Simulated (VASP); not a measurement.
Here is a VASP 6.6.1 calculation.

File INCAR:

```
SYSTEM = Au
PREC = Accurate
ENCUT = 520
EDIFF = 1E-7
ISMEAR = -1
SIGMA = 0.05
LREAL = .FALSE.
LASPH = .TRUE.
NELM = 80
ALGO = Fast
ISIF = 2
LWAVE = .FALSE.
LCHARG = .TRUE.
LELF = .TRUE.
LVHAR = .TRUE.
NBANDS = 18
```

Contents of KPOINTS:

```
regular mesh
0
G
  11 11 6
  0 0 0
```

Contents of POSCAR:

```
Au
1.0
    2.8608060062      0.0000000000      0.0000000000
   -1.4304030031      2.4775306767      0.0000000000
    0.0000000000      0.0000000000      4.8140459691
Au
2
Direct
    0.6666666667      0.3333333333      0.2500000000
    0.3333333333      0.6666666667      0.7500000000
```

Potentials or basis: VASP PAW LDA potentials, release 64 (Au).

The run is started by

```sh
$ cat potpaw_LDA.64/Au/POTCAR > POTCAR
$ mpirun -np 1 vasp_std > vasp.out
```

Question: Predict the band gap on the k mesh.

Answer: Zero (band 11 reaches 13.00 eV, above the bottom of band 12 at 6.60 eV).

Question: What does it give for the pressure?

Answer: -4.5 GPa.

Stress tensor (GPa, compression positive):
```
-4.18  0.00  0.00
 0.00 -4.18  0.00
 0.00  0.00 -5.06
```

Caveat: spin-orbit coupling is left out, which moves the levels of the heavy elements.
